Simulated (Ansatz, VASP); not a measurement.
Two plane-wave programs on PbSe

The input INCAR:

```
PREC = Accurate ; ENCUT = 520
EDIFF = 1E-6 ; ISMEAR = 0
SIGMA = 0.03 ; LREAL = False
LASPH = True ; NELM = 60
ALGO = Normal ; ISIF = 2
LWAVE = False ; LCHARG = False
GGA = PE ; IVDW = 12
NBANDS = 17
```

KPOINTS

```
regular mesh
0
Gamma
  10 10 10
```

POSCAR

```
PbSe
1.0
    0.0000000000      3.0726228753      2.8360309139
    3.0726228753      0.0000000000      2.8360309139
    3.0726228753      3.0726228753      0.0000000000
Pb Se
1 1
Direct
    0.0000000000      0.0000000000      0.0000000000
    0.5000000000      0.5000000000      0.5000000000
```

Input for Ansatz:

```yaml
crystal:
  lattice:
    - [0.0, 3.0726228753, 2.8360309139]
    - [3.0726228753, 0.0, 2.8360309139]
    - [3.0726228753, 3.0726228753, 0.0]
  atoms:
    - { symbol: Pb, position: [0.0, 0.0, 0.0] }
    - { symbol: Se, position: [0.5, 0.5, 0.5] }
basis:
  ecutwfc: 420
kpoints:
  mp_grid: { grid: [10, 10, 10] }
hamiltonian:
  xc: pbe
  dispersion: d3bj
scf:
  occupations: { method: gaussian, width: 0.03 }
output:
  forces: true
  stress: true
  eigenvalues: true
```

Alike in both runs: task single point; functional PBE; dispersion D3(BJ); k mesh 10 × 10 × 10; occupations gaussian, width 0.03 eV; no spin polarisation.

|  | VASP | Ansatz |
| --- | --- | --- |
| version | VASP 6.6.1 | Ansatz 0.2.0 |
| potentials or method | VASP PAW PBE potentials, release 64 (Pb_d, Se), cutoff 520 eV | scalar-relativistic, plane waves, PAW |
| valence electrons in the cell | 20 | 30 |

VASP gave:

| Item | Value |
| --- | --- |
| gap on the k mesh at the Fermi level (eV) | 0.19 |
| least direct gap on the mesh (eV) | 0.19 |
| pressure (GPa) | 5.7 |
| traceless stress, the component that is largest in VASP (GPa) | 10.48 |

Question: What did Ansatz give for the same quantities?

Answer: gap on the k mesh at the Fermi level (eV): 0.19; least direct gap on the mesh (eV): 0.19; pressure (GPa): 5.7; traceless stress, the component that is largest in VASP (GPa): 10.46.

VASP's potentials hold 20 valence electrons a cell and Ansatz's 30, so a difference there can come from the potentials and not from the codes.

Neither program's run includes spin-orbit coupling.
